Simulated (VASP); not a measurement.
# MgS in VASP: further runs, part 2 of 2

VASP 6.6.1. The steps go on from the part before.

## Step 3: Relaxation of cell and atoms, PBE+D3(BJ) (the cell strained at random)

Input file INCAR:

```
PREC = Accurate
ENCUT = 600
EDIFF = 1E-6
ISMEAR = 0
SIGMA = 0.01
LREAL = F
LASPH = T
NELM = 80
ALGO = Normal
ISIF = 3
LWAVE = F
LCHARG = F
GGA = PE
IVDW = 12
IBRION = 2
NSW = 60
EDIFFG = -0.01
```

Input file KPOINTS:

```
regular mesh
0
Gamma
  8 8 8
```

Input file POSCAR:

```
MgS
1.0
    0.0138840000      2.8646660000      2.8060800000
    2.7618700000     -0.0163550000      2.8363190000
    2.7812960000      2.9143320000     -0.0357820000
S Mg
1 1
Direct
    0.2500000000      0.2500000000      0.2500000000
    0.0000000000      0.0000000000      0.0000000000
```

Potentials or basis: VASP PAW PBE potentials, release 64 (S, Mg).

Launch:

```
$ cat potpaw_PBE.64/S/POTCAR potpaw_PBE.64/Mg/POTCAR > POTCAR
$ mpirun -np 1 vasp_std > vasp.out
```

OUTCAR:

```text
PREC = Accurate
   ENCUT = 600
   EDIFF = 1E-6
   ISMEAR = 0
   LREAL = F
   LASPH = T
   NELM = 80
   ISIF = 3
   GGA = PE
   IVDW = 12
   IBRION = 2
   NSW = 60
   EDIFFG = -0.01
 IVDW          = 12

 ion  position               nearest neighbor table
   1  0.250  0.250  0.250-   2 2.43   2 2.44   2 2.46   2 2.49
   2  0.000  0.000  0.000-   1 2.43   1 2.44   1 2.46   1 2.49

  LATTYP: Found a triclinic cell.
 ALAT       =     4.0286745708
 B/A-ratio  =     1.3725072653
 C/A-ratio  =     0.9953797222
 COS(alpha) =     0.0070643633
 COS(beta)  =     0.5129481787
 COS(gamma) =     0.6947289819

  Lattice vectors:

 A1 = (  -2.7812960000,  -2.9143320000,   0.0357820000)
 A2 = (  -5.5292820000,  -0.0333110000,   0.0055430000)
 A3 = (  -0.0138840000,  -2.8646660000,  -2.8060800000)

Analysis of symmetry for initial positions (statically):
=====================================================================
 Subroutine PRICEL returns:
 Original cell was already a primitive cell.

 Routine SETGRP: Setting up the symmetry group for a
 triclinic supercell.

 Subroutine GETGRP returns: Found  1 space group operations
 (whereof  1 operations were pure point group operations)
 out of a pool of  2 trial point group operations.

The static configuration has the point symmetry C_1 .

Analysis of symmetry for dynamics (positions and initial velocities):
=====================================================================
 Subroutine PRICEL returns:
 Original cell was already a primitive cell.

 Routine SETGRP: Setting up the symmetry group for a
 triclinic supercell.

 Subroutine GETGRP returns: Found  1 space group operations
 (whereof  1 operations were pure point group operations)
 out of a pool of  2 trial point group operations.

The dynamic configuration has the point symmetry C_1 .

 Subroutine INISYM returns: Found  1 space group operations
 (whereof  1 operations are pure point group operations),
 and found     1 'primitive' translations

----------------------------------------------------------------------------------------

                                     Primitive cell

  volume of cell :      45.4805

  direct lattice vectors                    reciprocal lattice vectors
     0.013884000  2.864666000  2.806080000    -0.181734932  0.175624131  0.177977367
     2.761870000 -0.016355000  2.836319000     0.182063913 -0.171612914  0.174295068
     2.781296000  2.914332000 -0.035782000     0.179659536  0.169537580 -0.173966150

  length of vectors
     4.010060975  3.958901218  4.028674571     0.309107367  0.304921352  0.302133681

  position of ions in fractional coordinates (direct lattice)
     0.250000000  0.250000000  0.250000000
     0.000000000  0.000000000  0.000000000

  ion indices of the primitive-cell ions
   primitive index   ion index
                 1           1
                 2           2

----------------------------------------------------------------------------------------

 KPOINTS: regular mesh

Automatic generation of k-mesh.
 Grid dimensions read from file:
 generate k-points for:    8    8    8

 Generating k-lattice:

  Cartesian coordinates                     Fractional coordinates (reciprocal lattice)
    -0.022716866  0.021953016  0.022247171     0.125000000 -0.000000000 -0.000000000
     0.022757989 -0.021451614  0.021786883    -0.000000000  0.125000000  0.000000000
     0.022457442  0.021192197 -0.021745769     0.000000000  0.000000000  0.125000000

  Length of vectors
     0.038638421  0.038115169  0.037766710

  Shift w.r.t. Gamma in fractional coordinates (k-lattice)
     0.000000000  0.000000000  0.000000000

 Subroutine IBZKPT returns following result:
 ===========================================

 Found    260 irreducible k-points:

 Following reciprocal coordinates:
            Coordinates               Weight
  0.000000  0.000000  0.000000      1.000000
  0.125000  0.000000 -0.000000      2.000000
  0.250000  0.000000 -0.000000      2.000000
  0.375000  0.000000 -0.000000      2.000000
  0.500000  0.000000 -0.000000      1.000000
 -0.000000  0.125000  0.000000      2.000000
[... 16 lines left out ...]
  0.125000  0.375000  0.000000      2.000000
  0.250000  0.375000  0.000000      2.000000
 [... further k-points ...]
   k-points           NKPTS =    260   k-points in BZ     NKDIM =    260   number of bands    NBANDS=      8
   number of dos      NEDOS =    301   number of ions     NIONS =      2
   total plane-waves  NPLWV =  32768
   dimension x,y,z NGX =    32 NGY =   32 NGZ =   32
   dimension x,y,z NGXF=    64 NGYF=   64 NGZF=   64
   ions per type =               1   1
   NGX,Y,Z   is equivalent  to a cutoff of  13.27, 13.44, 13.21 a.u.
   NGXF,Y,Z  is equivalent  to a cutoff of  26.53, 26.88, 26.41 a.u.
 SYSTEM =  unknown system
   PREC   = accura    normal or accurate (medium, high low for compatibility)
   ISTART =      0    job   : 0-new  1-cont  2-samecut
   ICHARG =      2    charge: 1-file 2-atom 10-const
   ISPIN  =      1    spin polarized calculation?
   LNONCOLLINEAR =      F non collinear calculations
   LSORBIT =      F    spin-orbit coupling
   LASPH  =      T    aspherical Exc in radial PAW
   ENCUT  =  600.0 eV  44.10 Ry    6.64 a.u.   8.01  7.91  8.05*2*pi/ulx,y,z
   NELM   =     80;   NELMIN=  2; NELMDL= -5     # of ELM steps
   EDIFF  = 0.1E-05   stopping-criterion for ELM
   LREAL  =      F    real-space projection
   EDIFFG = -.1E-01   stopping-criterion for IOM
   NSW    =     60    number of steps for IOM
   IBRION =      2    ionic relax: 0-MD 1-quasi-New 2-CG
   NFREE  =      1    steps in history (QN), initial steepest desc. (CG)
   ISIF   =      3    stress and relaxation
   ISYM   =      2    0-nonsym 1-usesym 2-fastsym
   POTIM  = 0.5000    time-step for ionic-motion
   TEBEG  =    0.0;   TEEND  =   0.0 temperature during run
   PSTRESS=    0.0 pullay stress
   NELECT =       8.0000    total number of electrons
   NUPDOWN=      -1.0000    fix difference up-down
   EMIN   =  10.00;   EMAX   =-10.00  energy-range for DOS
   EFERMI =   0.00;   METHOD = LEGACY
   ISMEAR =     0;   SIGMA  =   0.01  broadening in eV -4-tet -1-fermi 0-gaus
   EFERMI_NEDOS =   21; number of points for ismear=-14 and -15
   IALGO  =     38    algorithm
   IMIX   =      4    mixing-type and parameters
     AMIX     =   0.40;   BMIX     =  1.00
     AMIX_MAG =   1.60;   BMIX_MAG =  1.00
  volume/ion in A,a.u.               =      22.74       153.46
  Fermi-wavevector in a.u.,A,eV,Ry     =   0.917269  1.733386 11.447692  0.841382
  Thomas-Fermi vector in A             =   2.042218
   LORBIT       =      0    0 simple, 1 ext, 2 COOP (PROOUT), +10 PAW based schemes
   GGA     = PE    functional components
   LHFCALC =     F    Hartree Fock is set to
   AEXX    =    0.0000 exact exchange contribution
   IVDW    =    12    specifies the selected vdW correction
   LEPSILON=     F    determine dielectric tensor
   LRPA    =     F    only Hartree local field effects (RPA)
 conjugate gradient relaxation of ions
 non-spin polarized calculation
 Gauss-broadening in eV      SIGMA  =   0.01
  energy-cutoff  :      600.00
  volume of cell :       45.48
 maximum number of plane-waves:      1533
   NGX = 17   NGY = 15   NGZ = 17

--------------------------------------- Ionic step        1  -------------------------------------------

 number of electron       8.0000000 magnetization

 Free energy of the ion-electron system (eV)
  ---------------------------------------------------
  ext. energy  EPLUGINS =         0.00000000
  ---------------------------------------------------
  free energy    TOTEN  =        -8.46346102 eV

  energy without entropy =       -8.46346102  energy(sigma->0) =       -8.46346102

------------------------ aborting loop because EDIFF is reached ----------------------------------------

 Edisp (eV)   -0.53951

 E8    (eV) :    -0.2166
[... 105 lines left out ...]
  FREE ENERGIE OF THE ION-ELECTRON SYSTEM (eV)
  ---------------------------------------------------
  free  energy   TOTEN  =        -9.0130427056 eV

  energy  without entropy=       -9.0130427056  energy(sigma->0) =       -9.01304271

[... ionic steps 4 to 7 ...]

--------------------------------------- Ionic step        8  -------------------------------------------

 number of electron       7.9999999 magnetization

------------------------ aborting loop because EDIFF is reached ----------------------------------------
[... 75 lines left out ...]
--------------------------------------- Ionic step       10  -------------------------------------------

 number of electron       7.9999999 magnetization

 Free energy of the ion-electron system (eV)
  ---------------------------------------------------
  ext. energy  EPLUGINS =         0.00000000
  ---------------------------------------------------
  free energy    TOTEN  =        -8.46195085 eV

  energy without entropy =       -8.46195085  energy(sigma->0) =       -8.46195085

 E-fermi :   1.2619     XC(G=0):  -8.4693

 val. band max:        1.1995336865   @ k =   0.0000   0.0000   0.0000
 cond. band min:       4.7535791402   @ k =   0.0000   0.0000   0.0000
 fundamental gap:      3.5540454537
 Fermi energy:         1.2619453075

 k-point     1 :       0.0000    0.0000    0.0000
  band No.  band energies     occupation
      1     -10.1433      2.00000
      2       1.1855      2.00000
      3       1.1922      2.00000
      4       1.1995      2.00000
      5       4.7536      0.00000
      6       9.1843      0.00000
      7       9.1935      0.00000
      8       9.2077      0.00000
[... 243 lines left out ...]
 k-point    24 :       0.2500    0.3750    0.0000
  band No.  band energies     occupation
      1      -9.5005      2.00000
      2      -1.1400      2.00000
      3       0.3101      2.00000
      4       0.4745      2.00000
      5       6.3013      0.00000
      6       7.7433      0.00000
      7       9.6657      0.00000
      8      10.9747      0.00000

 [... further k-points ...]

------------------------ aborting loop because EDIFF is reached ----------------------------------------

 Edisp (eV)   -0.55356

 E8    (eV) :    -0.2224
[... 25 lines left out ...]
  FREE ENERGIE OF THE ION-ELECTRON SYSTEM (eV)
  ---------------------------------------------------
  free  energy   TOTEN  =        -9.0155145511 eV

  energy  without entropy=       -9.0155145511  energy(sigma->0) =       -9.01551455

 reached required accuracy - stopping structural energy minimisation
```

OSZICAR:

```text
N       E                     dE             d eps       ncg     rms          rms(c)
DAV:   1     0.281947285362E+02    0.28195E+02   -0.37177E+03  4200   0.881E+02
DAV:   2    -0.737411736987E+01   -0.35569E+02   -0.34524E+02  5448   0.110E+02
DAV:   3    -0.897429824989E+01   -0.16002E+01   -0.16002E+01  4928   0.320E+01
[... 69 lines left out ...]
       N       E                     dE             d eps       ncg     rms          rms(c)
DAV:   1    -0.846200100850E+01   -0.67936E-03   -0.26508E-03  4608   0.341E-01    0.431E-02
DAV:   2    -0.846196253155E+01    0.38477E-04   -0.10750E-04  6168   0.695E-02    0.209E-02
DAV:   3    -0.846195158630E+01    0.10945E-04   -0.40530E-05  5984   0.372E-02    0.126E-02
DAV:   4    -0.846195084848E+01    0.73783E-06   -0.13907E-06  3648   0.856E-03
  10 F= -.90155146E+01 E0= -.90155146E+01  d E =-.176433E-04
```

CONTCAR:

```text
MgS
   1.00000000000000
    -0.0011411449400389    2.8104421445482237    2.8178713508142086
     2.8110952335840245    0.0009698556012099    2.8158385570258462
     2.8091611529497684    2.8075971885697855    0.0026309451455819
  S               Mg
     1     1
Direct
     0.2502792710941731    0.2499417992559733    0.2496839959092662
     0.9997207289058269    0.0000582007440269    0.0003160040907338

  0.00000000E+00  0.00000000E+00  0.00000000E+00
  0.00000000E+00  0.00000000E+00  0.00000000E+00
```

Run time: 5.9 min. Hardware: 1 thread of Intel Xeon 6975P-C, shared host; peak memory 0.31 GiB.

Results:

* Free energy: -9.0155 eV
* Relaxed volume: 22.23 Å³/atom
* Relaxed cell: a = 3.980 Å, b = 3.979 Å, c = 3.972 Å, α = 59.98°, β = 60.04°, γ = 59.93°
* Space group after relaxing (to 0.05 Å): F-43m (No. 216)
* Energy gained by relaxing: 6.3 meV/atom
* Ionic steps: 10
* Pressure after relaxing: 0.0 GPa
* Band gap on the k mesh: 3.55 eV, direct
* Dispersion energy per atom: -0.277 eV

Forces on the atoms (eV/Å):
```
S    0.002  0.000 -0.001
Mg  -0.002  0.000  0.001
```

Step by step:
| step | energy change (eV) | largest force (eV/Å) | pressure (GPa) | volume (Å³) |
| --- | --- | --- | --- | --- |
| 1 | 0.0000 | 0.1564 | -1.34 | 45.48 |
| 2 | -0.0100 | 0.0384 | 0.24 | 44.24 |
| 3 | -0.0101 | 0.0247 | 0.13 | 44.32 |
| 4 | -0.0107 | 0.0306 | 0.04 | 44.38 |
| 5 | -0.0116 | 0.0551 | -0.21 | 44.59 |
| 6 | -0.0121 | 0.0305 | -0.13 | 44.54 |
| 7 | -0.0125 | 0.0178 | 0.01 | 44.43 |
| 8 | -0.0125 | 0.0129 | 0.02 | 44.43 |
| 9 | -0.0125 | 0.0019 | 0.05 | 44.41 |
| 10 | -0.0125 | 0.0027 | -0.02 | 44.45 |

Final structure:
```yaml
crystal:
  lattice:
    - [-0.00114, 2.81044, 2.81787]
    - [2.81110, 0.00097, 2.81584]
    - [2.80916, 2.80760, 0.00263]
  atoms:
    - { symbol: S, position: [0.25028, 0.24994, 0.24968] }
    - { symbol: Mg, position: [0.99972, 0.00006, 0.00032] }
```

Levels at points of the mesh, in eV from the valence-band top:
| k point | band 1 | band 2 | band 3 | band 4 | band 5 | band 6 | band 7 | band 8 |
| --- | --- | --- | --- | --- | --- | --- | --- | --- |
| (0.00, 0.00, 0.00) | -11.34 | -0.01 | -0.01 | 0.00 | 3.55 | 7.98 | 7.99 | 8.01 |
| (0.50, 0.00, 0.00) | -10.63 | -3.21 | -0.34 | -0.33 | 5.19 | 7.65 | 7.68 | 8.70 |
| (0.00, 0.50, 0.00) | -10.63 | -3.20 | -0.35 | -0.33 | 5.18 | 7.65 | 7.67 | 8.70 |
| (0.50, 0.50, 0.00) | -10.40 | -2.88 | -1.06 | -1.05 | 3.86 | 5.68 | 11.33 | 12.47 |
| (0.00, 0.00, 0.50) | -10.63 | -3.20 | -0.35 | -0.34 | 5.18 | 7.64 | 7.66 | 8.70 |
| (0.50, 0.00, 0.50) | -10.40 | -2.87 | -1.07 | -1.07 | 3.86 | 5.66 | 11.36 | 12.44 |
| (0.00, 0.50, 0.50) | -10.40 | -2.87 | -1.07 | -1.06 | 3.86 | 5.67 | 11.35 | 12.47 |
| (0.50, 0.50, 0.50) | -10.63 | -3.20 | -0.34 | -0.33 | 5.18 | 7.65 | 7.67 | 8.70 |

Caveat: the cell differs from its parent crystal (the cell strained at random). A k mesh can miss the band edges.

## Step 4: Single point, PBEsol

This run uses another cell than the first one, of 22.74 Å³/atom, 0.925 times its volume.

Input file INCAR:

```
ALGO     = Normal         # electronic algorithm
EDIFF    = 1E-6           # SCF threshold, eV
ENCUT    = 520            # plane-wave cutoff, eV
GGA      = PS             # functional
ISIF     = 2              # what is computed and relaxed
ISMEAR   = -1             # smearing method
LASPH    = T              # aspherical terms in the spheres
LCHARG   = F              # write CHGCAR
LREAL    = F              # projectors in reciprocal space
LWAVE    = F              # write WAVECAR
NBANDS   = 11             # bands
NELM     = 80             # most SCF steps
PREC     = Accurate       # precision mode
SIGMA    = 0.05           # smearing width, eV
```

Input file KPOINTS:

```
k-points
0
Gamma
  8 8 8
```

Input file POSCAR:

```
MgS
1.0
    0.0000000000      2.8915410395      2.7197952449
    2.8915410395      0.0000000000      2.7197952449
    2.8915410395      2.8915410395      0.0000000000
S Mg
1 1
Direct
    0.2500000000      0.2500000000      0.2500000000
    0.0000000000      0.0000000000      0.0000000000
```

Launch:

```
$ cat potpaw_PBE.64/S/POTCAR potpaw_PBE.64/Mg/POTCAR > POTCAR
$ mpirun -np 1 vasp_std > vasp.out
```

It took 38 s on 1 thread of Intel Xeon 8259CL, shared host; peak memory 0.18 GiB.

The run converged. Its results:

- Free energy: -8.9109 eV
- Pressure: -0.6 GPa
- Band gap on the k mesh: 3.18 eV, direct

Stress tensor (GPa, compression positive):
```
-0.97  0.00  0.00
 0.00 -0.97  0.00
 0.00  0.00  0.01
```

Levels at points of the mesh, in eV from the valence-band top:
| k point | band 1 | band 2 | band 3 | band 4 | band 5 | band 6 | band 7 | band 8 |
| --- | --- | --- | --- | --- | --- | --- | --- | --- |
| (0.00, 0.00, 0.00) | -11.36 | -0.14 | -0.14 | 0.00 | 3.18 | 7.77 | 7.77 | 7.82 |
| (0.50, 0.00, 0.00) | -10.67 | -3.27 | -0.57 | -0.28 | 4.84 | 7.15 | 7.81 | 8.33 |
| (0.50, 0.50, 0.00) | -10.38 | -2.75 | -1.33 | -1.33 | 3.54 | 5.15 | 11.36 | 11.86 |
| (0.50, 0.00, 0.50) | -10.48 | -3.04 | -1.06 | -1.02 | 3.67 | 5.60 | 10.64 | 11.53 |

Caveat: the PAW data sets were made with another functional, which shifts forces and pressure a little. A k mesh can miss the band edges.

## Step 5: Overview

| task | level | cell | k mesh | cutoff (eV) | smearing | gap on the mesh (eV) | pressure (GPa) |
| --- | --- | --- | --- | --- | --- | --- | --- |
| single point | PBEsol | a = 4.088, b = 4.088, c = 4.167 Å, angles 59.4, 59.4, 61.3°, 2 atoms | 7 × 7 × 7 | 520 | fermi-dirac 0.05 eV | 2.85 | -4.3 |
| relaxation of cell and atoms | PBE+D3(BJ) | relaxed from a = 4.010, b = 3.959, c = 4.029 Å, angles 61.8, 59.1, 59.9°, 2 atoms | 8 × 8 × 8 | 600 | gaussian 0.01 eV | 3.55 | 0.0 |
| single point | PBEsol | a = 3.970, b = 3.970, c = 4.089 Å, angles 59.0, 59.0, 62.0°, 2 atoms | 8 × 8 × 8 | 520 | fermi-dirac 0.05 eV | 3.18 | -0.6 |

Alike in all rows: potentials or basis VASP PAW PBE potentials, release 64 (S, Mg); no spin polarisation.

Caveats: the PAW data sets were made with another functional, which shifts forces and pressure a little (some runs).

Absolute energies hang on the potentials; compare differences alone.
